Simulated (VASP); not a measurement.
# Sb (P6_3/mmc) in VASP: further runs

Sb is run at these levels: RPBE; tasks: single point.

All numbers are computed with VASP 6.6.1; they aren't measurements. Logs are shortened: lines on timing, memory, paths and dates and some standing lists are left out, and cuts for length are marked.

## 1. The cell of the first run

The structure is hexagonal, space group P6_3/mmc (No. 194). Conventional cell: a = 3.347 Å, b = 3.347 Å, c = 5.550 Å, α = 90.00°, β = 90.00°, γ = 120.00°. Sb (site symmetry -6m2) has 12 Sb at 3.35 to 3.38 Å within 4.4 Å.

This isn't the form of Sb at room conditions, which is rhombohedral.

## 2. Single point, RPBE (26.91 Å³/atom)

INCAR reads:

```
SYSTEM = Sb
PREC     = Accurate       ! precision mode
ENCUT    = 520            ! plane-wave cutoff, eV
EDIFF    = 1E-6           ! SCF threshold, eV
ISMEAR   = -1             ! smearing method
SIGMA    = 0.1            ! smearing width, eV
LREAL    = .FALSE.        ! projectors in reciprocal space
LASPH    = .TRUE.         ! aspherical terms in the spheres
NELM     = 60             ! most SCF steps
ALGO     = Normal         ! electronic algorithm
ISIF     = 2              ! what is computed and relaxed
LWAVE    = .FALSE.        ! write WAVECAR
LCHARG   = .FALSE.        ! write CHGCAR
GGA      = RP             ! functional
NBANDS   = 12             ! bands
```

KPOINTS reads:

```
regular mesh
0
G
  12 12 7
  0 0 0
```

POSCAR reads:

```
Sb
1.0
    3.3465474992      0.0000000000      0.0000000000
   -1.6732737496      2.8981951493      0.0000000000
    0.0000000000      0.0000000000      5.5499401098
Sb
2
Direct
    0.3333333333      0.6666666667      0.2500000000
    0.6666666667      0.3333333333      0.7500000000
```

Potentials or basis: VASP PAW PBE potentials, release 64 (Sb).

Command:

```console
$ cat potpaw_PBE.64/Sb/POTCAR > POTCAR
$ mpirun -np 1 vasp_std > vasp.out
```

OUTCAR:

```text
SYSTEM = Sb
   PREC = Accurate
   ENCUT = 520
   EDIFF = 1E-6
   ISMEAR = -1
   LREAL = .FALSE.
   LASPH = .TRUE.
   NELM = 60
   ISIF = 2
   GGA = RP

 ion  position               nearest neighbor table
   1  0.333  0.667  0.250-   2 3.38   2 3.38   2 3.38   2 3.38   2 3.38   2 3.38
   2  0.667  0.333  0.750-   1 3.38   1 3.38   1 3.38   1 3.38   1 3.38   1 3.38

  LATTYP: Found a hexagonal cell.
 ALAT       =     3.3465474992
 C/A-ratio  =     1.6584076907

  Lattice vectors:

 A1 = (   3.3465474992,   0.0000000000,   0.0000000000)
 A2 = (  -1.6732737496,   2.8981951493,   0.0000000000)
 A3 = (   0.0000000000,   0.0000000000,   5.5499401098)

Analysis of symmetry for initial positions (statically):
=====================================================================
 Subroutine PRICEL returns:
 Original cell was already a primitive cell.

 Routine SETGRP: Setting up the symmetry group for a
 hexagonal supercell.

 Subroutine GETGRP returns: Found 24 space group operations
 (whereof 12 operations were pure point group operations)
 out of a pool of 24 trial point group operations.

The static configuration has the point symmetry D_3d.
 The point group associated with its full space group is D_6h.

Analysis of symmetry for dynamics (positions and initial velocities):
=====================================================================
 Subroutine PRICEL returns:
 Original cell was already a primitive cell.

 Routine SETGRP: Setting up the symmetry group for a
 hexagonal supercell.

 Subroutine GETGRP returns: Found 24 space group operations
 (whereof 12 operations were pure point group operations)
 out of a pool of 24 trial point group operations.

The dynamic configuration has the point symmetry D_3d.
 The point group associated with its full space group is D_6h.

 Subroutine INISYM returns: Found 24 space group operations
 (whereof 12 operations are pure point group operations),
 and found     1 'primitive' translations

----------------------------------------------------------------------------------------

                                     Primitive cell

  volume of cell :      53.8286

  direct lattice vectors                    reciprocal lattice vectors
     3.346547499  0.000000000  0.000000000     0.298815421  0.172521164  0.000000000
    -1.673273750  2.898195149  0.000000000     0.000000000  0.345042328  0.000000000
     0.000000000  0.000000000  5.549940110     0.000000000  0.000000000  0.180182125

  length of vectors
     3.346547499  3.346547499  5.549940110     0.345042328  0.345042328  0.180182125

  position of ions in fractional coordinates (direct lattice)
     0.333333333  0.666666667  0.250000000
[... 91 lines left out ...]
   EMIN   =  10.00;   EMAX   =-10.00  energy-range for DOS
   EFERMI =   0.00;   METHOD = LEGACY
   ISMEAR =    -1;   SIGMA  =   0.10  broadening in eV -4-tet -1-fermi 0-gaus
   EFERMI_NEDOS =   21; number of points for ismear=-14 and -15
   IALGO  =     38    algorithm
   IMIX   =      4    mixing-type and parameters
     AMIX     =   0.40;   BMIX     =  1.00
     AMIX_MAG =   1.60;   BMIX_MAG =  1.00
  volume/ion in A,a.u.               =      26.91       181.63
  Fermi-wavevector in a.u.,A,eV,Ry     =   0.934123  1.765236 11.872239  0.872585
  Thomas-Fermi vector in A             =   2.060895
   LORBIT       =      0    0 simple, 1 ext, 2 COOP (PROOUT), +10 PAW based schemes
   GGA     = RP    functional components
   LHFCALC =     F    Hartree Fock is set to
   AEXX    =    0.0000 exact exchange contribution
   IVDW    =     0    specifies the selected vdW correction
   LEPSILON=     F    determine dielectric tensor
   LRPA    =     F    only Hartree local field effects (RPA)
 non-spin polarized calculation
  energy-cutoff  :      520.00
  volume of cell :       53.83
 maximum number of plane-waves:      1484
 NGX is ok and might be reduce to    28
   NGX = 13   NGY = 13   NGZ = 21

 number of electron      10.0000000 magnetization

 Free energy of the ion-electron system (eV)
  ---------------------------------------------------
  ext. energy  EPLUGINS =         0.00000000
  ---------------------------------------------------
  free energy    TOTEN  =        -6.95551009 eV

  energy without entropy =       -6.90897223  energy(sigma->0) =       -6.93224116

 E-fermi :   8.6525     XC(G=0): -10.1936

 val. band max:        8.5838193384   @ k =   0.4167   0.1667   0.2857
 cond. band min:       8.6634136143   @ k =   0.2500  -0.0000   0.2857
 fundamental gap:      0.0795942759
 Fermi energy:         8.6525203518

 k-point     1 :       0.0000    0.0000    0.0000
  band No.  band energies     occupation
      1      -4.2850      2.00000
      2      -0.6573      2.00000
      3       2.7806      2.00000
      4      12.4068      0.00000
      5      12.4068      0.00000
      6      13.8328      0.00000
      7      13.9742      0.00000
      8      13.9742      0.00000
      9      16.4996      0.00000
     10      17.5573      0.00000
     11      18.6071      0.00000
     12      18.6071      0.00000
[... 331 lines left out ...]
 k-point    24 :       0.3333    0.0000    0.1429
  band No.  band energies     occupation
      1      -2.2520      2.00000
      2       0.5304      2.00000
      3       4.6615      2.00000
      4       5.7624      2.00000
      5       7.5641      1.99996
      6       9.7654      0.00003
      7      11.1061      0.00000
      8      12.4916      0.00000
      9      13.7959      0.00000
     10      15.6777      0.00000
     11      17.0610      0.00000
     12      18.5518      0.00000

 [... further k-points ...]

------------------------ aborting loop because EDIFF is reached ----------------------------------------

  FORCE on cell =-STRESS in cart. coord.  units (eV):
  Direction    XX          YY          ZZ          XY          YZ          ZX
  --------------------------------------------------------------------------------------
  -------------------------------------------------------------------------------------
  Total        0.8927247      0.8927247      0.6761720     -0.0000000     -0.0000000      0.0000000
  in kB       26.5714481     26.5714481     20.1258788     -0.0000000     -0.0000000      0.0000000
  external PRESSURE =      24.4229250 kB  Pullay stress =       0.0000000 kB

 VOLUME and BASIS-vectors are now :
 -----------------------------------------------------------------------------
  energy-cutoff  :      520.00
  volume of cell :       53.83
      direct lattice vectors                 reciprocal lattice vectors
     3.346547499  0.000000000  0.000000000     0.298815421  0.172521164  0.000000000
    -1.673273750  2.898195149  0.000000000     0.000000000  0.345042328  0.000000000
     0.000000000  0.000000000  5.549940110     0.000000000  0.000000000  0.180182125

 POSITION                                       TOTAL-FORCE (eV/Angst)
 -----------------------------------------------------------------------------------
     -0.00000      1.93213      1.38749        -0.000000      0.000000      0.000000
      1.67327      0.96607      4.16246         0.000000     -0.000000      0.000000
 -----------------------------------------------------------------------------------
    total drift:                               -0.000000      0.000000      0.000000

  FREE ENERGIE OF THE ION-ELECTRON SYSTEM (eV)
  ---------------------------------------------------
  free  energy   TOTEN  =        -6.9555100947 eV

  energy  without entropy=       -6.9089722298  energy(sigma->0) =       -6.93224116
```

stdout:

```text
POSCAR found type information on POSCAR Sb
 POSCAR found :  1 types and       2 ions
 scaLAPACK will be used
 -----------------------------------------------------------------------------
|                                                                             |
|                                                                             |
|     You enforced a specific xc type in the INCAR file but a different       |
|     I HOPE YOU KNOW WHAT YOU ARE DOING!                                     |
|                                                                             |
 -----------------------------------------------------------------------------

 LDA part: xc-table for (Slater+PW92), standard interpolation
 POSCAR, INCAR and KPOINTS ok, starting setup
 FFT: planning ... GRIDC
 FFT: planning ... GRID_SOFT
 FFT: planning ... GRID
 WAVECAR not read
 entering main loop
```

Run time: 60 s. Hardware: 1 thread of Intel Xeon 8259CL, shared host; peak memory 0.19 GiB.

What came out:

```
Free energy            : -6.9555 eV
Pressure               : 2.4 GPa
Band gap on the k mesh : zero (bands 5 and 6 overlap by 7.28 eV)
```

Levels at points of the mesh, in eV from the Fermi level:
```
           k point  band 3  band 4  band 5  band 6  band 7  band 8
(0.00, 0.00, 0.00)   -5.87    3.75    3.75    5.18    5.32    5.32
(0.50, 0.00, 0.00)   -4.43   -3.21   -2.27   -0.16    0.49    3.63
```

Caveat: the PAW data sets were made with another functional, which shifts forces and pressure a little; spin-orbit coupling is left out, which moves the levels of the heavy elements.

(Continued in part 2 of 2.)
